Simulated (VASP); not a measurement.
Set up this calculation in VASP 6.6.1, as the native input.

```
Task                   : single point
Functional             : PBEsol
Potentials or basis    : VASP PAW PBE potentials, release 64 (Li_sv)
Cutoff                 : 520 eV
k mesh                 : 15 × 15 × 8
Occupations            : fermi-dirac, width 0.03 eV
Spin                   : no spin polarisation
Dipole correction      : no
Further INCAR settings : ALGO = Normal; EDIFF = 1e-06; NBANDS = 10
```

The structure of Li lies in POSCAR:

```
Li
1.0
    3.1316054153      0.0000000000      0.0000000000
   -1.5658027076      2.7120498443      0.0000000000
    0.0000000000      0.0000000000      5.1267294598
Li
2
Direct
    0.3333333333      0.6666666667      0.2500000000
    0.6666666667      0.3333333333      0.7500000000
```

This isn't the form of Li at room conditions, which is bcc.

These files were run (other wordings do the same):

INCAR

```
PREC = Accurate
ENCUT = 520
EDIFF = 1E-6
ISMEAR = -1
SIGMA = 0.03
LREAL = False
LASPH = True
NELM = 80
ALGO = Normal
ISIF = 2
LWAVE = False
LCHARG = False
GGA = PS
NBANDS = 10
```

KPOINTS

```
Automatic mesh
0
Gamma
  15 15 8
```

Potentials or basis: VASP PAW PBE potentials, release 64 (Li_sv).

Run with:

```bash
$ cat potpaw_PBE.64/Li_sv/POTCAR > POTCAR
$ mpirun -np 1 vasp_std > vasp.out
```

Results of the run:

```
Band gap on the k mesh : zero (bands 3 and 4 overlap by 4.47 eV)
```

Run time: 16 s on 1 thread of Intel(R) Xeon(R) Platinum 8488C (Sapphire Rapids), with other jobs on the host, peak memory 0.17 GiB.
